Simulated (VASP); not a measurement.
Input of a VASP 6.6.1 run:

Contents of INCAR:

```
PREC = Accurate
ENCUT = 520
EDIFF = 1E-8
ISMEAR = -1
SIGMA = 0.05
LREAL = False
LASPH = True
NELM = 60
ALGO = Normal
ISIF = 2
LWAVE = False
LCHARG = False
LEFG = True
ISYM = 0
NBANDS = 18
```

KPOINTS

```
Automatic mesh
0
Gamma
  11 11 14
```

The input POSCAR:

```
Si2W
1.0
   -1.5952211517      1.5952211517      3.9135562502
    1.5952211517     -1.5952211517      3.9135562502
    1.5952211517      1.5952211517     -3.9135562502
Si W
2 1
Direct
    0.3330000000      0.3330000000      0.0000000000
    0.6670000000      0.6670000000      0.0000000000
    0.0000000000      0.0000000000      0.0000000000
```

Potentials or basis: VASP PAW LDA potentials, release 64 (Si, W_sv).

Run with:

```console
$ cat potpaw_LDA.64/Si/POTCAR potpaw_LDA.64/W_sv/POTCAR > POTCAR
$ mpirun -np 1 vasp_std > vasp.out
```

(1) Predict the band gap on the k mesh.

(2) What does it give for the largest force?

Answers

(1) zero (bands 11 and 12 overlap by 1.28 eV).

(2) 0.276 eV/Å.

Caveat: without QUAD_EFG the Cq values of the log hold for a quadrupole moment of 1 mb, not for the nuclei; spin-orbit coupling is left out, which moves the levels of the heavy elements.
